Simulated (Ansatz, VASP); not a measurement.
**One calculation of Al2Cu, two programs**

Contents of INCAR:

```
PREC = Accurate ; ENCUT = 520
EDIFF = 1E-6 ; ISMEAR = 0
SIGMA = 0.15 ; LREAL = F
LASPH = T ; NELM = 100
ALGO = Fast ; ISIF = 2
LWAVE = F ; LCHARG = F
NBANDS = 16
```

The input KPOINTS:

```
Automatic mesh
0
Gamma
  10 10 14
```

Contents of POSCAR:

```
Al2Cu
1.0
    3.7593000000      0.0000000000      0.0000000000
    0.0000000000      3.7593000000      0.0000000000
    0.0000000000      0.0000000000      2.9719000000
Al Cu
2 1
Direct
    0.5000000000      0.0000000000      0.5000000000
    0.0000000000      0.5000000000      0.5000000000
    0.0000000000      0.0000000000      0.0000000000
```

Input for Ansatz:

```yaml
crystal:
  lattice:
    - [3.7593, 0.0, 0.0]
    - [0.0, 3.7593, 0.0]
    - [0.0, 0.0, 2.9719]
  atoms:
    - { symbol: Al, position: [0.5, 0.0, 0.5] }
    - { symbol: Al, position: [0.0, 0.5, 0.5] }
    - { symbol: Cu, position: [0.0, 0.0, 0.0] }
basis:
  ecutwfc: 520.0
kpoints:
  mp_grid: { grid: [10, 10, 14] }
hamiltonian:
  xc: lda
  pseudopotentials: { kind: paw, azcp: { folder: soft_1 } }
scf:
  occupations: { method: gaussian, width: 0.15 }
output:
  forces: true
  stress: true
  eigenvalues: true
  write_density: true
  write_potential: true
  elf: true
  volumetric_format: npy
```

Alike in both runs: task single point; functional LDA; k mesh 10 × 10 × 14; occupations gaussian, width 0.15 eV; no spin polarisation.

|  | VASP | Ansatz |
| --- | --- | --- |
| version | VASP 6.6.1 | Ansatz 0.2.0 |
| potentials or method | VASP PAW LDA potentials, release 64 (Al, Cu), cutoff 520 eV | scalar-relativistic, plane waves, PAW |
| valence electrons in the cell | 17 | 25 |

VASP gave:

```
gap on the k mesh at the Fermi level (eV)                     : none
pressure (GPa)                                                : 13.6
traceless stress, the component that is largest in VASP (GPa) : -8.70
```

**Question.** Estimate Ansatz's values.

**Answer.** gap on the k mesh at the Fermi level (eV): none; pressure (GPa): 13.2; traceless stress, the component that is largest in VASP (GPa): -8.72.

Ansatz warns that its potentials were made for another functional, while VASP's fit it. LDA's correlation is that of Perdew and Zunger in VASP and of Perdew and Wang (1992) in Ansatz. A gap of «none» marks a metal or a gap that the smearing closes. VASP's potentials hold 17 valence electrons a cell and Ansatz's 25, so a difference there can come from the potentials and not from the codes.
